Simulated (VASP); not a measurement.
Set up this calculation in VASP 6.6.1, as the native input.

```yaml
Task: single point
Functional: PBEsol
Potentials_or_basis: VASP PAW PBE potentials, release 64 (Li_sv)
Cutoff: 520 eV
k_mesh: 18 × 18 × 10
Occupations: gaussian, width 0.15 eV
Spin: no spin polarisation
Dipole_correction: no
Further_INCAR_settings: ALGO = Fast; EDIFF = 1e-07; NBANDS = 10
```

The structure of Li lies in POSCAR:

```
Li
1.0
    3.1110021516      0.0000000000      0.0000000000
   -1.5555010758      2.8019751703      0.0000000000
    0.0000000000      0.0000000000      5.0930000000
Li
2
Direct
    0.3333333333      0.6666666667      0.2500000000
    0.6666666667      0.3333333333      0.7500000000
```

This cell differs from its parent crystal: strain +0.0400 x Voigt [0, 1, 0, 0, 0, 0].

The input as run:

INCAR

```
SYSTEM = Li
ALGO = Fast
EDIFF = 1E-7
ENCUT = 520
GGA = PS
ISIF = 2
ISMEAR = 0
LASPH = .TRUE.
LCHARG = .FALSE.
LREAL = .FALSE.
LWAVE = .FALSE.
NBANDS = 10
NELM = 80
PREC = Accurate
SIGMA = 0.15
```

KPOINTS

```
k-points
0
G
  18 18 10
  0 0 0
```

Potentials or basis: VASP PAW PBE potentials, release 64 (Li_sv).

Run with:

```sh
$ cat potpaw_PBE.64/Li_sv/POTCAR > POTCAR
$ mpirun -np 1 vasp_std > vasp.out
```

Results of the run:

```
Largest force          : 0.019 eV/Å
Band gap on the k mesh : zero (band 3 reaches 2.39 eV, above the bottom of band 4 at -1.95 eV)
```

Caveat: the cell differs from its parent crystal (strain +0.0400 x Voigt [0, 1, 0, 0, 0, 0]); the PAW data sets were made with another functional, which shifts forces and pressure a little.

It took 7.3 min on 1 thread of Oxide Virtual Turin-like Processor (shared host), peak memory 0.25 GiB.
